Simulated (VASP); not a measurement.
# GaP (I-4m2) in VASP: a series of runs

Runs on GaP. Level: PBE. Tasks: single point.

Everything below comes from runs of VASP 6.6.1. Logs are shortened: lines on timing, memory, paths and dates and some standing lists are left out, and cuts for length are marked.

### Step 1. The cell of the first run

It takes space group I-4m2 (No. 119, tetragonal). The conventional cell has a = 3.998 Å, b = 3.998 Å, c = 5.359 Å, α = 90.00°, β = 90.00°, γ = 90.00°. Within 3.2 Å of Ga (site symmetry -4m2) lie 4 P at 2.41 Å. P (site symmetry -4m2) has 4 Ga at 2.41 Å within 3.2 Å.

### Step 2. Single point, PBE (21.41 Å³/atom)

INCAR reads:

```
SYSTEM = GaP
  PREC = Accurate
  ENCUT = 520
  EDIFF = 1E-7
  ISMEAR = 0
  SIGMA = 0.05
  LREAL = .False.
  LASPH = .True.
  NELM = 60
  ALGO = Normal
  ISIF = 2
  LWAVE = .False.
  LCHARG = .False.
  GGA = PE
  NBANDS = 16
```

KPOINTS reads:

```
Automatic mesh
0
Gamma
  10 10 10
  0 0 0
```

POSCAR reads:

```
GaP
1.0
    0.0000000000      2.6796899166      2.8266771272
    2.8266771272      0.0000000000      2.8266771272
    2.8266771272      2.6796899166      0.0000000000
Ga P
1 1
Direct
    0.0000000000      0.0000000000      0.0000000000
    0.7500000000      0.7500000000      0.7500000000
```

Potentials or basis: VASP PAW PBE potentials, release 64 (Ga_d, P).

On the command line:

```bash
> cat potpaw_PBE.64/Ga_d/POTCAR potpaw_PBE.64/P/POTCAR > POTCAR
> mpirun -np 1 vasp_std > vasp.out
```

OUTCAR:

```text
SYSTEM = GaP
   PREC = Accurate
   ENCUT = 520
   EDIFF = 1E-7
   ISMEAR = 0
   LREAL = .False.
   LASPH = .True.
   NELM = 60
   ISIF = 2
   GGA = PE

 ion  position               nearest neighbor table
   1  0.000  0.000  0.000-   2 2.41   2 2.41   2 2.41   2 2.41
   2  0.750  0.750  0.750-   1 2.41   1 2.41   1 2.41   1 2.41

  LATTYP: Found a body centered tetragonal cell.
 ALAT       =     3.9975251297
 C/A-ratio  =     1.3406744571

  Lattice vectors:

 A1 = (   0.0000000000,  -2.6796899166,   2.8266771272)
 A2 = (   0.0000000000,  -2.6796899166,  -2.8266771272)
 A3 = (   2.8266771272,   2.6796899166,   0.0000000000)

Analysis of symmetry for initial positions (statically):
=====================================================================
 Subroutine PRICEL returns:
 Original cell was already a primitive cell.

 Routine SETGRP: Setting up the symmetry group for a
 body centered tetragonal supercell.

 Subroutine GETGRP returns: Found  8 space group operations
 (whereof  8 operations were pure point group operations)
 out of a pool of 16 trial point group operations.

The static configuration has the point symmetry D_2d.

Analysis of symmetry for dynamics (positions and initial velocities):
=====================================================================
 Subroutine PRICEL returns:
 Original cell was already a primitive cell.

 Routine SETGRP: Setting up the symmetry group for a
 body centered tetragonal supercell.

 Subroutine GETGRP returns: Found  8 space group operations
 (whereof  8 operations were pure point group operations)
 out of a pool of 16 trial point group operations.

The dynamic configuration has the point symmetry D_2d.

 Subroutine INISYM returns: Found  8 space group operations
 (whereof  8 operations are pure point group operations),
 and found     1 'primitive' translations

----------------------------------------------------------------------------------------

                                     Primitive cell

  volume of cell :      42.8220

  direct lattice vectors                    reciprocal lattice vectors
     0.000000000  2.679689917  2.826677127    -0.176886138  0.186588753  0.176886138
     2.826677127  0.000000000  2.826677127     0.176886138 -0.186588753  0.176886138
     2.826677127  2.679689917  0.000000000     0.176886138  0.186588753 -0.176886138

  length of vectors
     3.894976461  3.997525130  3.894976461     0.312078154  0.312078154  0.312078154

  position of ions in fractional coordinates (direct lattice)
     0.000000000  0.000000000  0.000000000
[... 80 lines left out ...]
   EDIFFG = 0.1E-05   stopping-criterion for IOM
   NSW    =      0    number of steps for IOM
   IBRION =     -1    ionic relax: 0-MD 1-quasi-New 2-CG
   NFREE  =      0    steps in history (QN), initial steepest desc. (CG)
   ISIF   =      2    stress and relaxation
   ISYM   =      2    0-nonsym 1-usesym 2-fastsym
   POTIM  = 0.5000    time-step for ionic-motion
   TEBEG  =    0.0;   TEEND  =   0.0 temperature during run
   PSTRESS=    0.0 pullay stress
   NELECT =      18.0000    total number of electrons
   NUPDOWN=      -1.0000    fix difference up-down
   EMIN   =  10.00;   EMAX   =-10.00  energy-range for DOS
   EFERMI =   0.00;   METHOD = LEGACY
   ISMEAR =     0;   SIGMA  =   0.05  broadening in eV -4-tet -1-fermi 0-gaus
   EFERMI_NEDOS =   21; number of points for ismear=-14 and -15
   IALGO  =     38    algorithm
   IMIX   =      4    mixing-type and parameters
     AMIX     =   0.40;   BMIX     =  1.00
     AMIX_MAG =   1.60;   BMIX_MAG =  1.00
  volume/ion in A,a.u.               =      21.41       144.49
  Fermi-wavevector in a.u.,A,eV,Ry     =   1.226338  2.317442 20.461852  1.503904
  Thomas-Fermi vector in A             =   2.361342
   LORBIT       =      0    0 simple, 1 ext, 2 COOP (PROOUT), +10 PAW based schemes
   GGA     = PE    functional components
   LHFCALC =     F    Hartree Fock is set to
   AEXX    =    0.0000 exact exchange contribution
   IVDW    =     0    specifies the selected vdW correction
   LEPSILON=     F    determine dielectric tensor
   LRPA    =     F    only Hartree local field effects (RPA)
 non-spin polarized calculation
 Gauss-broadening in eV      SIGMA  =   0.05
  energy-cutoff  :      520.00
  volume of cell :       42.82
 maximum number of plane-waves:      1194
 NGX is ok and might be reduce to    30
   NGX = 15   NGY = 15   NGZ = 15

 number of electron      18.0000007 magnetization

 Free energy of the ion-electron system (eV)
  ---------------------------------------------------
  ext. energy  EPLUGINS =         0.00000000
  ---------------------------------------------------
  free energy    TOTEN  =        -9.10391520 eV

  energy without entropy =       -9.10391520  energy(sigma->0) =       -9.10391520

 E-fermi :   4.4784     XC(G=0):  -9.5828

 val. band max:        4.2698960457   @ k =   0.0000   0.0000   0.0000
 cond. band min:       5.4411300126   @ k =   0.0000   0.0000   0.0000
 fundamental gap:      1.1712339670
 Fermi energy:         4.4784048616

 k-point     1 :       0.0000    0.0000    0.0000
  band No.  band energies     occupation
      1     -10.3788      2.00000
      2     -10.3788      2.00000
      3     -10.3633      2.00000
      4     -10.2966      2.00000
      5     -10.2856      2.00000
      6      -7.9823      2.00000
[... 433 lines left out ...]
      3     -10.3297      2.00000
      4     -10.3072      2.00000
      5     -10.2797      2.00000
      6      -6.1985      2.00000
[... 8 lines left out ...]
     15      15.6854      0.00000
     16      17.3716      0.00000

 [... further k-points ...]

------------------------ aborting loop because EDIFF is reached ----------------------------------------

  FORCE on cell =-STRESS in cart. coord.  units (eV):
  Direction    XX          YY          ZZ          XY          YZ          ZX
  --------------------------------------------------------------------------------------
  -------------------------------------------------------------------------------------
  Total       -0.8218643      0.1165096     -0.8218643      0.0000000     -0.0000000      0.0000000
  in kB      -30.7499048      4.3591846    -30.7499048      0.0000000     -0.0000000      0.0000000
  external PRESSURE =     -19.0468750 kB  Pullay stress =       0.0000000 kB

 VOLUME and BASIS-vectors are now :
 -----------------------------------------------------------------------------
  energy-cutoff  :      520.00
  volume of cell :       42.82
      direct lattice vectors                 reciprocal lattice vectors
     0.000000000  2.679689917  2.826677127    -0.176886138  0.186588753  0.176886138
     2.826677127  0.000000000  2.826677127     0.176886138 -0.186588753  0.176886138
     2.826677127  2.679689917  0.000000000     0.176886138  0.186588753 -0.176886138

 POSITION                                       TOTAL-FORCE (eV/Angst)
 -----------------------------------------------------------------------------------
      0.00000      0.00000      0.00000         0.000000      0.000000      0.000000
      4.24002      4.01953      4.24002        -0.000000      0.000000     -0.000000
 -----------------------------------------------------------------------------------
    total drift:                               -0.000002     -0.000000     -0.000002

  FREE ENERGIE OF THE ION-ELECTRON SYSTEM (eV)
  ---------------------------------------------------
  free  energy   TOTEN  =        -9.1039151988 eV

  energy  without entropy=       -9.1039151988  energy(sigma->0) =       -9.10391520
```

OSZICAR:

```text
N       E                     dE             d eps       ncg     rms          rms(c)
DAV:   1     0.831001775965E+02    0.83100E+02   -0.89687E+03  3320   0.158E+03
DAV:   2    -0.271828772692E+01   -0.85818E+02   -0.81679E+02  3768   0.317E+02
DAV:   3    -0.924719867525E+01   -0.65289E+01   -0.65074E+01  4104   0.668E+01
DAV:   4    -0.935614207407E+01   -0.10894E+00   -0.10892E+00  4120   0.944E+00
DAV:   5    -0.935833836483E+01   -0.21963E-02   -0.21962E-02  4264   0.117E+00    0.399E+00
DAV:   6    -0.912582653462E+01    0.23251E+00   -0.37853E-01  5088   0.984E+00    0.261E+00
DAV:   7    -0.910304958100E+01    0.22777E-01   -0.84939E-02  4264   0.189E+00    0.106E+00
DAV:   8    -0.910335921691E+01   -0.30964E-03   -0.12409E-02  3840   0.131E+00    0.156E-01
DAV:   9    -0.910376213868E+01   -0.40292E-03   -0.12708E-03  4248   0.502E-01    0.839E-02
DAV:  10    -0.910384046873E+01   -0.78330E-04   -0.11012E-04  4808   0.102E-01    0.432E-02
DAV:  11    -0.910391525822E+01   -0.74789E-04   -0.10477E-04  3944   0.848E-02    0.526E-03
DAV:  12    -0.910391485735E+01    0.40087E-06   -0.30224E-06  4032   0.217E-02    0.253E-03
DAV:  13    -0.910391515887E+01   -0.30152E-06   -0.81993E-07  4376   0.740E-03    0.190E-03
DAV:  14    -0.910391519882E+01   -0.39952E-07   -0.33758E-08  3248   0.148E-03
   1 F= -.91039152E+01 E0= -.91039152E+01  d E =-.790411E-12
```

Wall time 92 s (1 thread of Intel Xeon Platinum 8259CL at 2.50GHz (Skylake/Cascade Lake), shared host); peak memory 0.21 GiB.

Results:

```
Free energy            : -9.1039 eV
Pressure               : -1.9 GPa
Band gap on the k mesh : 1.17 eV
```

Stress tensor (GPa, compression positive):
```
-3.07  0.00  0.00
 0.00  0.44  0.00
 0.00  0.00 -3.07
```

Levels at points of the mesh, in eV from the valence-band top:
```tsv
k point	band 5	band 6	band 7	band 8	band 9	band 10	band 11	band 12	band 13	band 14
(0.00, 0.00, 0.00)	-14.56	-12.25	-0.26	-0.26	0.00	1.17	3.66	3.78	3.78	8.39
(0.50, 0.00, 0.00)	-14.55	-10.36	-6.49	-1.41	-1.01	1.28	4.38	4.80	8.02	10.25
(0.50, 0.50, 0.00)	-14.55	-9.61	-6.77	-2.56	-2.52	1.71	1.86	9.83	9.88	10.31
(0.50, 0.00, 0.50)	-14.53	-9.40	-6.45	-2.89	-2.89	1.37	1.38	9.98	9.98	10.80
```

### Step 3. Single point, PBE (21.97 Å³/atom)

This run uses another cell than the first one, of 21.97 Å³/atom.

INCAR reads:

```
SYSTEM = GaP
ALGO     = Normal         ! electronic algorithm
EDIFF    = 1E-7           ! SCF threshold, eV
ENCUT    = 520            ! plane-wave cutoff, eV
GGA      = PE             ! functional
ISIF     = 2              ! what is computed and relaxed
ISMEAR   = 0              ! smearing method
LASPH    = .True.         ! aspherical terms in the spheres
LCHARG   = .False.        ! write CHGCAR
LREAL    = .False.        ! projectors in reciprocal space
LWAVE    = .False.        ! write WAVECAR
NBANDS   = 16             ! bands
NELM     = 60             ! most SCF steps
PREC     = Accurate       ! precision mode
SIGMA    = 0.05           ! smearing width, eV
```

KPOINTS reads:

```
k-points
0
Gamma
  10 10 10
  0 0 0
```

POSCAR reads:

```
GaP
1.0
    0.0000000000      2.6549604180      2.8764468234
    2.8764468234      0.0000000000      2.8764468234
    2.8764468234      2.6549604180      0.0000000000
Ga P
1 1
Direct
    0.0000000000      0.0000000000      0.0000000000
    0.7500000000      0.7500000000      0.7500000000
```

Potentials or basis: VASP PAW PBE potentials, release 64 (Ga_d, P).

On the command line:

```bash
> cat potpaw_PBE.64/Ga_d/POTCAR potpaw_PBE.64/P/POTCAR > POTCAR
> mpirun -np 1 vasp_std > vasp.out
```

Wall time 78 s (1 thread of Intel Xeon Platinum 8259CL at 2.50GHz (Skylake/Cascade Lake), shared host); peak memory 0.21 GiB.

The run converged. Its results:

```
Free energy            : -9.0642 eV
Pressure               : -3.6 GPa
Band gap on the k mesh : 0.87 eV
```

Stress tensor (GPa, compression positive):
```
-5.24  0.00  0.00
 0.00 -0.26  0.00
 0.00  0.00 -5.24
```

Levels at points of the mesh, in eV from the valence-band top:
```
           k point  band 7  band 8  band 9  band 10  band 11  band 12
(0.00, 0.00, 0.00)   -0.37   -0.37    0.00     0.87     3.57     3.76
(0.50, 0.00, 0.00)   -6.43   -1.52   -0.96     1.08     4.23     4.87
(0.50, 0.50, 0.00)   -6.78   -2.48   -2.44     1.75     1.89     9.39
(0.50, 0.00, 0.50)   -6.30   -2.97   -2.97     1.16     1.27     9.71
```

Caveat: the cell stands under tension. A k mesh can miss the band edges.

### Step 4. Single point, PBE (21.97 Å³/atom)

This run uses another cell than the first one, of 21.97 Å³/atom.

INCAR reads:

```
PREC = Accurate
ENCUT = 520
EDIFF = 1E-6
ISMEAR = 0
SIGMA = 0.05
LREAL = False
LASPH = True
NELM = 60
ALGO = Normal
ISIF = 2
LWAVE = False
LCHARG = False
GGA = PE
NBANDS = 16
```

KPOINTS reads:

```
regular mesh
0
Gamma
  10 10 10
```

POSCAR reads:

```
GaP
1.0
    0.0000000000      2.9544469335      2.7267622829
    2.7267622829      0.0000000000      2.7267622829
    2.7267622829      2.9544469335      0.0000000000
Ga P
1 1
Direct
    0.0000000000      0.0000000000      0.0000000000
    0.7500000000      0.7500000000      0.7500000000
```

On the command line:

```bash
> cat potpaw_PBE.64/Ga_d/POTCAR potpaw_PBE.64/P/POTCAR > POTCAR
> mpirun -np 1 vasp_std > vasp.out
```

Wall time 72 s (1 thread of Intel Xeon Platinum 8259CL at 2.50GHz (Skylake/Cascade Lake), shared host); peak memory 0.21 GiB.

It converged, with:

```
Free energy            : -9.0569 eV
Pressure               : -3.6 GPa
Band gap on the k mesh : 0.95 eV
```

Stress tensor (GPa, compression positive):
```
-1.46  0.00  0.00
 0.00 -7.92  0.00
 0.00  0.00 -1.46
```

Levels at points of the mesh, in eV from the valence-band top:
```
           k point  band 5  band 6  band 7  band 8  band 9  band 10  band 11  band 12  band 13  band 14
(0.00, 0.00, 0.00)  -14.52  -12.05   -0.48    0.00    0.00     0.95     3.72     3.72     3.90     8.22
(0.50, 0.00, 0.00)  -14.51  -10.24   -6.34   -1.47   -0.83     1.15     4.45     4.86     7.98    10.05
(0.50, 0.50, 0.00)  -14.50   -9.35   -6.37   -2.73   -2.69     1.49     1.50     9.45     9.54    10.37
(0.50, 0.00, 0.50)  -14.52   -9.66   -6.85   -2.21   -2.21     2.02     2.21     9.81     9.81     9.82
```

Caveat: the cell stands under tension.

### Step 5. Overview

```csv
cell,gap on the mesh (eV),pressure (GPa)
"a = 3.895, b = 3.998 Å, angles 59.1, 61.7, 59.1°, 2 atoms",1.17,-1.9
"a = 3.914, b = 4.068 Å, angles 58.7, 62.6, 58.7°, 2 atoms",0.87,-3.6
"a = 4.020, b = 3.856 Å, angles 61.3, 57.3, 61.3°, 2 atoms",0.95,-3.6
```

Alike in all rows: task single point; level PBE; potentials or basis VASP PAW PBE potentials, release 64 (Ga_d, P); no spin polarisation; k mesh 10 × 10 × 10; cutoff (eV) 520; smearing gaussian 0.05 eV.

Caveats: the cell stands under tension (at least some runs).

Total energies depend on the potentials used, so only differences within one code and one set of settings carry meaning.
